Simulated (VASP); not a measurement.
# CeO2 (Fm-3m) in VASP: notebook, part 3 of 3

VASP 6.6.1. Earlier steps stand in the parts before.

**5. Single point, PBE (14.96 Å³/atom)**

This run uses another cell than the first one, of 14.96 Å³/atom.

File INCAR:

```
SYSTEM = CeO2
PREC = Accurate
ENCUT = 520
EDIFF = 1E-7
ISMEAR = 0
SIGMA = 0.05
LREAL = .FALSE.
LASPH = .TRUE.
NELM = 60
ALGO = Normal
ISIF = 2
LWAVE = .FALSE.
LCHARG = .FALSE.
GGA = PE
NBANDS = 19
```

File KPOINTS:

```
Automatic mesh
0
G
  12 12 12
  0 0 0
```

File POSCAR:

```
CeO2
1.0
    0.0000000000      2.8203221198      2.8203221198
    2.8203221198      0.0000000000      2.8203221198
    2.8203221198      2.8203221198      0.0000000000
Ce O
1 2
Direct
    0.0000000000      0.0000000000      0.0000000000
    0.2500000000      0.2500000000      0.2500000000
    0.7500000000      0.7500000000      0.7500000000
```

Potentials or basis: VASP PAW PBE potentials, release 64 (Ce, O).

Launch:

```console
$ cat potpaw_PBE.64/Ce/POTCAR potpaw_PBE.64/O/POTCAR > POTCAR
$ mpirun -np 1 vasp_std > vasp.out
```

OUTCAR:

```text
SYSTEM = CeO2
   PREC = Accurate
   ENCUT = 520
   EDIFF = 1E-7
   ISMEAR = 0
   LREAL = .FALSE.
   LASPH = .TRUE.
   NELM = 60
   ISIF = 2
   GGA = PE

 ion  position               nearest neighbor table
   1  0.000  0.000  0.000-   3 2.44   3 2.44   3 2.44   2 2.44   3 2.44   2 2.44   2 2.44   2 2.44

   2  0.250  0.250  0.250-   1 2.44   1 2.44   1 2.44   1 2.44
   3  0.750  0.750  0.750-   1 2.44   1 2.44   1 2.44   1 2.44

  LATTYP: Found a face centered cubic cell.
 ALAT       =     5.6406442396

  Lattice vectors:

 A1 = (   0.0000000000,   2.8203221198,   2.8203221198)
 A2 = (   2.8203221198,   0.0000000000,   2.8203221198)
 A3 = (   2.8203221198,   2.8203221198,   0.0000000000)

Analysis of symmetry for initial positions (statically):
=====================================================================
 Subroutine PRICEL returns:
 Original cell was already a primitive cell.

 Routine SETGRP: Setting up the symmetry group for a
 face centered cubic supercell.

 Subroutine GETGRP returns: Found 48 space group operations
 (whereof 48 operations were pure point group operations)
 out of a pool of 48 trial point group operations.

The static configuration has the point symmetry O_h .

Analysis of symmetry for dynamics (positions and initial velocities):
=====================================================================
 Subroutine PRICEL returns:
 Original cell was already a primitive cell.

 Routine SETGRP: Setting up the symmetry group for a
 face centered cubic supercell.

 Subroutine GETGRP returns: Found 48 space group operations
 (whereof 48 operations were pure point group operations)
 out of a pool of 48 trial point group operations.

The dynamic configuration has the point symmetry O_h .

 Subroutine INISYM returns: Found 48 space group operations
 (whereof 48 operations are pure point group operations),
 and found     1 'primitive' translations

----------------------------------------------------------------------------------------

                                     Primitive cell

  volume of cell :      44.8669

  direct lattice vectors                    reciprocal lattice vectors
     0.000000000  2.820322120  2.820322120    -0.177284714  0.177284714  0.177284714
     2.820322120  0.000000000  2.820322120     0.177284714 -0.177284714  0.177284714
     2.820322120  2.820322120  0.000000000     0.177284714  0.177284714 -0.177284714

  length of vectors
     3.988537792  3.988537792  3.988537792     0.307066132  0.307066132  0.307066132

  position of ions in fractional coordinates (direct lattice)
     0.000000000  0.000000000  0.000000000
     0.250000000  0.250000000  0.250000000
     0.750000000  0.750000000  0.750000000

  ion indices of the primitive-cell ions
   primitive index   ion index
                 1           1
                 2           2
                 3           3

----------------------------------------------------------------------------------------

 KPOINTS: Automatic mesh

Automatic generation of k-mesh.
 Grid dimensions read from file:
 generate k-points for:   12   12   12

 Generating k-lattice:

  Cartesian coordinates                     Fractional coordinates (reciprocal lattice)
    -0.014773726  0.014773726  0.014773726     0.083333333  0.000000000  0.000000000
     0.014773726 -0.014773726  0.014773726     0.000000000  0.083333333  0.000000000
     0.014773726  0.014773726 -0.014773726     0.000000000  0.000000000  0.083333333

  Length of vectors
     0.025588844  0.025588844  0.025588844

  Shift w.r.t. Gamma in fractional coordinates (k-lattice)
     0.000000000  0.000000000  0.000000000

 Subroutine IBZKPT returns following result:
 ===========================================

 Found     72 irreducible k-points:

 Following reciprocal coordinates:
            Coordinates               Weight
  0.000000  0.000000  0.000000      1.000000
  0.083333  0.000000  0.000000      8.000000
  0.166667  0.000000  0.000000      8.000000
  0.250000  0.000000  0.000000      8.000000
  0.333333  0.000000  0.000000      8.000000
  0.416667  0.000000  0.000000      8.000000
[... 16 lines left out ...]
  0.500000  0.166667  0.000000     24.000000
 -0.416667  0.166667  0.000000     24.000000
 [... further k-points ...]
   k-points           NKPTS =     72   k-points in BZ     NKDIM =     72   number of bands    NBANDS=     19
   number of dos      NEDOS =    301   number of ions     NIONS =      3
   total plane-waves  NPLWV =  27000
   dimension x,y,z NGX =    30 NGY =   30 NGZ =   30
   dimension x,y,z NGXF=    60 NGYF=   60 NGZF=   60
   ions per type =               1   2
   NGX,Y,Z   is equivalent  to a cutoff of  12.50, 12.50, 12.50 a.u.
   NGXF,Y,Z  is equivalent  to a cutoff of  25.01, 25.01, 25.01 a.u.
 SYSTEM =  CeO2
   PREC   = accura    normal or accurate (medium, high low for compatibility)
   ISTART =      0    job   : 0-new  1-cont  2-samecut
   ICHARG =      2    charge: 1-file 2-atom 10-const
   ISPIN  =      1    spin polarized calculation?
   LNONCOLLINEAR =      F non collinear calculations
   LSORBIT =      F    spin-orbit coupling
   LASPH  =      T    aspherical Exc in radial PAW
   ENCUT  =  520.0 eV  38.22 Ry    6.18 a.u.   7.42  7.42  7.42*2*pi/ulx,y,z
   NELM   =     60;   NELMIN=  2; NELMDL= -5     # of ELM steps
   EDIFF  = 0.1E-06   stopping-criterion for ELM
   LREAL  =      F    real-space projection
   EDIFFG = 0.1E-05   stopping-criterion for IOM
   NSW    =      0    number of steps for IOM
   IBRION =     -1    ionic relax: 0-MD 1-quasi-New 2-CG
   NFREE  =      0    steps in history (QN), initial steepest desc. (CG)
   ISIF   =      2    stress and relaxation
   ISYM   =      2    0-nonsym 1-usesym 2-fastsym
   POTIM  = 0.5000    time-step for ionic-motion
   TEBEG  =    0.0;   TEEND  =   0.0 temperature during run
   PSTRESS=    0.0 pullay stress
   NELECT =      24.0000    total number of electrons
   NUPDOWN=      -1.0000    fix difference up-down
   EMIN   =  10.00;   EMAX   =-10.00  energy-range for DOS
   EFERMI =   0.00;   METHOD = LEGACY
   ISMEAR =     0;   SIGMA  =   0.05  broadening in eV -4-tet -1-fermi 0-gaus
   EFERMI_NEDOS =   21; number of points for ismear=-14 and -15
   IALGO  =     38    algorithm
   IMIX   =      4    mixing-type and parameters
     AMIX     =   0.40;   BMIX     =  1.00
     AMIX_MAG =   1.60;   BMIX_MAG =  1.00
  volume/ion in A,a.u.               =      14.96       100.93
  Fermi-wavevector in a.u.,A,eV,Ry     =   1.328933  2.511320 24.028757  1.766064
  Thomas-Fermi vector in A             =   2.458134
   LORBIT       =      0    0 simple, 1 ext, 2 COOP (PROOUT), +10 PAW based schemes
   GGA     = PE    functional components
   LHFCALC =     F    Hartree Fock is set to
   AEXX    =    0.0000 exact exchange contribution
   IVDW    =     0    specifies the selected vdW correction
   LEPSILON=     F    determine dielectric tensor
   LRPA    =     F    only Hartree local field effects (RPA)
 non-spin polarized calculation
 Gauss-broadening in eV      SIGMA  =   0.05
  energy-cutoff  :      520.00
  volume of cell :       44.87
 maximum number of plane-waves:      1243
 NGX is ok and might be reduce to    30
   NGX = 15   NGY = 15   NGZ = 15

 number of electron      24.0000010 magnetization

 Free energy of the ion-electron system (eV)
  ---------------------------------------------------
  ext. energy  EPLUGINS =         0.00000000
  ---------------------------------------------------
  free energy    TOTEN  =       -26.04995365 eV

  energy without entropy =      -26.04995365  energy(sigma->0) =      -26.04995365

 E-fermi :   4.4036     XC(G=0): -10.6633

 val. band max:        4.1112653697   @ k =  -0.2500   0.2500   0.0000
 cond. band min:       5.7124305156   @ k =   0.5000   0.0000   0.0000
 fundamental gap:      1.6011651459
 Fermi energy:         4.4036313448

 k-point     1 :       0.0000    0.0000    0.0000
  band No.  band energies     occupation
      1     -28.5703      2.00000
      2     -11.9156      2.00000
      3     -11.0055      2.00000
      4     -10.8247      2.00000
      5     -10.8247      2.00000
      6     -10.8247      2.00000
[... 11 lines left out ...]
     18       6.5041      0.00000
     19       6.5041      0.00000
[... 489 lines left out ...]
      3     -12.4836      2.00000
      4     -11.0147      2.00000
      5     -10.1136      2.00000
      6      -8.8804      2.00000
[... 11 lines left out ...]
     18       6.2455      0.00000
     19       6.4849      0.00000

 [... further k-points ...]

------------------------ aborting loop because EDIFF is reached ----------------------------------------

  FORCE on cell =-STRESS in cart. coord.  units (eV):
  Direction    XX          YY          ZZ          XY          YZ          ZX
  --------------------------------------------------------------------------------------
  -------------------------------------------------------------------------------------
  Total       -3.7604366     -3.7604366     -3.7604366      0.0000000      0.0000000     -0.0000000
  in kB     -134.2835214   -134.2835214   -134.2835214      0.0000000      0.0000000     -0.0000000
  external PRESSURE =    -134.2835214 kB  Pullay stress =       0.0000000 kB

 VOLUME and BASIS-vectors are now :
 -----------------------------------------------------------------------------
  energy-cutoff  :      520.00
  volume of cell :       44.87
      direct lattice vectors                 reciprocal lattice vectors
     0.000000000  2.820322120  2.820322120    -0.177284714  0.177284714  0.177284714
     2.820322120  0.000000000  2.820322120     0.177284714 -0.177284714  0.177284714
     2.820322120  2.820322120  0.000000000     0.177284714  0.177284714 -0.177284714

 POSITION                                       TOTAL-FORCE (eV/Angst)
 -----------------------------------------------------------------------------------
      0.00000      0.00000      0.00000         0.000000     -0.000000     -0.000000
      1.41016      1.41016      1.41016        -0.000000      0.000000      0.000000
      4.23048      4.23048      4.23048         0.000000      0.000000     -0.000000
 -----------------------------------------------------------------------------------
    total drift:                                0.000000     -0.000000      0.000000

  FREE ENERGIE OF THE ION-ELECTRON SYSTEM (eV)
  ---------------------------------------------------
  free  energy   TOTEN  =       -26.0499536547 eV

  energy  without entropy=      -26.0499536547  energy(sigma->0) =      -26.04995365
```

It took 3.4 min on 1 thread of Intel Xeon 8259CL, shared host; peak memory 0.23 GiB.

Results:

* Free energy: -26.0500 eV
* Pressure: -13.4 GPa
* Band gap on the k mesh: 1.60 eV (least direct gap 1.68 eV)

Levels at points of the mesh, in eV from the valence-band top:
```
           k point  band 8  band 9  band 10  band 11  band 12  band 13  band 14  band 15  band 16  band 17
(0.00, 0.00, 0.00)   -3.20   -3.20    -0.44    -0.44    -0.44     1.84     1.84     1.84     2.01     2.39
(0.50, 0.00, 0.00)   -2.42   -1.16    -1.07    -0.70    -0.70     1.60     1.73     1.73     1.85     2.25
(0.50, 0.50, 0.00)   -1.19   -1.19    -0.55    -0.55    -0.43     1.64     1.69     1.69     1.81     2.09
```

Caveat: the cell stands under tension; spin-orbit coupling is left out, which moves the levels of the heavy elements. A k mesh can miss the band edges.

**6. Overview**

| cell | gap on the mesh (eV) | pressure (GPa) |
| --- | --- | --- |
| a = 3.889 Å, angles 60.0°, 3 atoms | 1.81 | -3.3 |
| a = 3.915 Å, angles 60.0°, 3 atoms | 1.75 | -6.2 |
| a = 3.952 Å, angles 60.0°, 3 atoms | 1.68 | -10.2 |
| a = 3.989 Å, angles 60.0°, 3 atoms | 1.60 | -13.4 |

Alike in all rows: task single point; level PBE; potentials or basis VASP PAW PBE potentials, release 64 (Ce, O); no spin polarisation; k mesh 12 × 12 × 12; cutoff (eV) 520; smearing gaussian 0.05 eV.

Caveats: the cell stands under tension; spin-orbit coupling is left out, which moves the levels of the heavy elements.

Total energies depend on the potentials used, so only differences within one code and one set of settings carry meaning.
